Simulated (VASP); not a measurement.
Crystal: LaMnIn.

```
La In Mn
1.0
     4.59334    0.00000    0.00000
    -2.29667    3.97795    0.00000
     0.00000    0.00000    4.09656
La In Mn
1 1 1
Direct
  0.00000 0.00000 0.00000
  0.33333 0.66667 0.50000
  0.66667 0.33333 0.50000
```

Base run:

| Property | Result |
| --- | --- |
| Program | VASP 6.6.1 |
| Functional | PBE |
| Potentials or basis | VASP PAW PBE potentials, release 64 (La, In_d, Mn_sv) |
| Cutoff | 680 eV |
| k mesh | 6 × 6 × 6 |
| Occupations | fermi-dirac, width 0.05 eV |
| Spin | collinear spin, ferromagnetic start |
| Starting moments | [0.0, 0.0, 5.0] μB |
| Fixed moment | 5 μB |

Its results: pressure 7.0 GPa; site moments La +0.19; In +0.05; Mn +3.67 μB.

Task: The run is repeated on the same cell with these changes: fixed moment from 5 μB to 2 μB; moments at the start from [0.0, 0.0, 5.0] to [0.0, 0.0, 2.0]. What comes out?

Result: Pressure 3.3 GPa; site moments La -0.35; In -0.20; Mn +2.98 μB.

Caveats: the total moment is fixed, so each spin has its own Fermi level and the state may be an excited one; the stress differs along the axes, from 3 to 9 GPa (at least some runs); the cell stands under pressure (at least some runs).
